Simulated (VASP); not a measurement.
# Be3Ga2 (Pm-3m) in VASP: notebook, part 2 of 2

VASP 6.6.1. Earlier steps stand in the parts before.

### 3 Relaxation of cell and atoms, PBE

This run uses another cell than the first one, of 15.59 Å³/atom, 0.996 times its volume.

Contents of INCAR:

```
SYSTEM = Be3Ga2
PREC = Accurate
ENCUT = 600
EDIFF = 1E-7
ISMEAR = 0
SIGMA = 0.1
LREAL = .False.
LASPH = .True.
NELM = 120
ALGO = Normal
ISIF = 3
LWAVE = .False.
LCHARG = .False.
GGA = PE
IBRION = 2
NSW = 100
EDIFFG = -0.01
GGA_COMPAT = .False.
NELMIN = 4
```

Contents of KPOINTS:

```
regular mesh
0
Gamma
  10 10 10
  0 0 0
```

Contents of POSCAR:

```
Be3Ga2
1.0
    4.2721311594      0.0000000000      0.0000000000
    0.0000000000      4.2721311594      0.0000000000
    0.0000000000      0.0000000000      4.2721311594
Be Ga
3 2
Direct
    0.5000000000      0.0000000000      0.0000000000
    0.0000000000      0.5000000000      0.0000000000
    0.0000000000      0.0000000000      0.5000000000
    0.0000000000      0.0000000000      0.0000000000
    0.5000000000      0.5000000000      0.5000000000
```

Potentials or basis: VASP PAW PBE potentials, release 64 (Be, Ga_d).

Command:

```sh
$ cat potpaw_PBE.64/Be/POTCAR potpaw_PBE.64/Ga_d/POTCAR > POTCAR
$ mpirun -np 1 vasp_std > vasp.out
```

OUTCAR:

```text
SYSTEM = Be3Ga2
   PREC = Accurate
   ENCUT = 600
   EDIFF = 1E-7
   ISMEAR = 0
   LREAL = .False.
   LASPH = .True.
   NELM = 120
   ISIF = 3
   GGA = PE
   IBRION = 2
   NSW = 100
   EDIFFG = -0.01
   NELMIN = 4

 ion  position               nearest neighbor table
   1  0.500  0.000  0.000-   4 2.14   4 2.14
   2  0.000  0.500  0.000-   4 2.14   4 2.14
   3  0.000  0.000  0.500-   4 2.14   4 2.14
   4  0.000  0.000  0.000-   1 2.14   2 2.14   3 2.14   3 2.14   2 2.14   1 2.14
   5  0.500  0.500  0.500-

  LATTYP: Found a simple cubic cell.
 ALAT       =     4.2721311594

  Lattice vectors:

 A1 = (   4.2721311594,   0.0000000000,   0.0000000000)
 A2 = (   0.0000000000,   4.2721311594,   0.0000000000)
 A3 = (   0.0000000000,   0.0000000000,   4.2721311594)

Analysis of symmetry for initial positions (statically):
=====================================================================
 Subroutine PRICEL returns:
 Original cell was already a primitive cell.

 Routine SETGRP: Setting up the symmetry group for a
 simple cubic supercell.

 Subroutine GETGRP returns: Found 48 space group operations
 (whereof 48 operations were pure point group operations)
 out of a pool of 48 trial point group operations.

The static configuration has the point symmetry O_h .

Analysis of symmetry for dynamics (positions and initial velocities):
=====================================================================
 Subroutine PRICEL returns:
 Original cell was already a primitive cell.

 Routine SETGRP: Setting up the symmetry group for a
 simple cubic supercell.

[... 180 lines left out ...]

 POSITION                                       TOTAL-FORCE (eV/Angst)
 -----------------------------------------------------------------------------------
      2.13607      0.00000      0.00000         0.000000      0.000000      0.000000
      0.00000      2.13607      0.00000         0.000000      0.000000      0.000000
      0.00000      0.00000      2.13607         0.000000      0.000000      0.000000
      0.00000      0.00000      0.00000         0.000000      0.000000      0.000000
      2.13607      2.13607      2.13607         0.000000      0.000000      0.000000
 -----------------------------------------------------------------------------------
    total drift:                                0.000000      0.000000      0.000000

  FREE ENERGIE OF THE ION-ELECTRON SYSTEM (eV)
  ---------------------------------------------------
  free  energy   TOTEN  =       -13.0222426074 eV

  energy  without entropy=      -13.0126251887  energy(sigma->0) =      -13.01743390

--------------------------------------- Ionic step        2  -------------------------------------------

 number of electron      32.0000015 magnetization

 Free energy of the ion-electron system (eV)
  ---------------------------------------------------
  ext. energy  EPLUGINS =         0.00000000
  ---------------------------------------------------
  free energy    TOTEN  =       -13.02248752 eV

  energy without entropy =      -13.01289243  energy(sigma->0) =      -13.01768998

 E-fermi :   4.4115     XC(G=0):  -9.8102

 val. band max:        4.4050525922   @ k =   0.4000   0.4000   0.1000
 cond. band min:       4.4504318856   @ k =   0.5000   0.4000   0.1000
 fundamental gap:      0.0453792933
 Fermi energy:         4.4115434948

 k-point     1 :       0.0000    0.0000    0.0000
  band No.  band energies     occupation
      1     -10.9329      2.00000
      2     -10.9329      2.00000
      3     -10.7763      2.00000
      4     -10.7763      2.00000
      5     -10.7763      2.00000
      6     -10.4166      2.00000
[... 541 lines left out ...]
     19       6.4362      0.00000
     20       7.4935      0.00000

 [... further k-points ...]
[... 5 lines left out ...]
  --------------------------------------------------------------------------------------
  -------------------------------------------------------------------------------------
  Total        0.0222379      0.0222379      0.0222379      0.0000000      0.0000000     -0.0000000
  in kB        0.4553667      0.4553667      0.4553667      0.0000000      0.0000000     -0.0000000
  external PRESSURE =       0.4553667 kB  Pullay stress =       0.0000000 kB

 VOLUME and BASIS-vectors are now :
 -----------------------------------------------------------------------------
  energy-cutoff  :      600.00
  volume of cell :       78.24
      direct lattice vectors                 reciprocal lattice vectors
     4.277081970 -0.000000000 -0.000000000     0.233804263  0.000000000 -0.000000000
    -0.000000000  4.277081970 -0.000000000     0.000000000  0.233804263 -0.000000000
     0.000000000  0.000000000  4.277081970     0.000000000  0.000000000  0.233804263

 POSITION                                       TOTAL-FORCE (eV/Angst)
 -----------------------------------------------------------------------------------
      2.13854     -0.00000     -0.00000         0.000000      0.000000      0.000000
     -0.00000      2.13854     -0.00000         0.000000      0.000000      0.000000
      0.00000      0.00000      2.13854         0.000000      0.000000      0.000000
      0.00000      0.00000      0.00000         0.000000      0.000000      0.000000
      2.13854      2.13854      2.13854        -0.000000      0.000000      0.000000
 -----------------------------------------------------------------------------------
    total drift:                                0.000000      0.000000      0.000000

  FREE ENERGIE OF THE ION-ELECTRON SYSTEM (eV)
  ---------------------------------------------------
  free  energy   TOTEN  =       -13.0224875191 eV

  energy  without entropy=      -13.0128924337  energy(sigma->0) =      -13.01768998

 reached required accuracy - stopping structural energy minimisation
```

OSZICAR:

```text
N       E                     dE             d eps       ncg     rms          rms(c)
DAV:   1     0.172320070378E+03    0.17232E+03   -0.17065E+04  2264   0.251E+03
DAV:   2     0.418279059542E+01   -0.16814E+03   -0.16304E+03  2308   0.452E+02
DAV:   3    -0.129329934915E+02   -0.17116E+02   -0.16374E+02  2584   0.122E+02
DAV:   4    -0.135075254582E+02   -0.57453E+00   -0.56527E+00  2784   0.214E+01
[... 14 lines left out ...]
DAV:   3    -0.130225882728E+02    0.61353E-03   -0.79532E-04  2836   0.386E-01    0.415E-02
DAV:   4    -0.130224894041E+02    0.98869E-04   -0.10431E-04  2428   0.152E-01    0.652E-03
DAV:   5    -0.130224879166E+02    0.14874E-05   -0.54378E-06  2840   0.366E-02    0.107E-03
DAV:   6    -0.130224875947E+02    0.32194E-06   -0.72094E-07  2600   0.130E-02    0.491E-04
DAV:   7    -0.130224875191E+02    0.75630E-07   -0.37967E-08  1436   0.276E-03
   2 F= -.13022488E+02 E0= -.13017690E+02  d E =-.244912E-03
```

It took 56 s on 1 thread of Intel Xeon 6975P-C (Granite Rapids), shared host; peak memory 0.26 GiB.

Results:

```
Free energy                            : -13.0225 eV
Relaxed volume                         : 15.65 Å³/atom
Relaxed cell                           : a = 4.277 Å, b = 4.277 Å, c = 4.277 Å, α = 90.00°, β = 90.00°, γ = 90.00°
Space group after relaxing (to 0.05 Å) : Pm-3m (No. 221)
Energy gained by relaxing              : 0.0 meV/atom
Ionic steps                            : 2
Pressure after relaxing                : 0.0 GPa
Band gap on the k mesh                 : zero (band 16 reaches 6.32 eV, above the bottom of band 17 at 1.40 eV)
```

Step by step:
| step | energy change (eV) | largest force (eV/Å) | pressure (GPa) | volume (Å³) |
| --- | --- | --- | --- | --- |
| 1 | 0.0000 | 0.0000 | 0.25 | 77.97 |
| 2 | -0.0002 | 0.0000 | 0.05 | 78.24 |

Final structure:
```
Be Ga
1.0
     4.27708    0.00000    0.00000
     0.00000    4.27708    0.00000
     0.00000    0.00000    4.27708
Be Ga
3 2
Direct
  0.50000 0.00000 0.00000
  0.00000 0.50000 0.00000
  0.00000 0.00000 0.50000
  0.00000 0.00000 0.00000
  0.50000 0.50000 0.50000
```
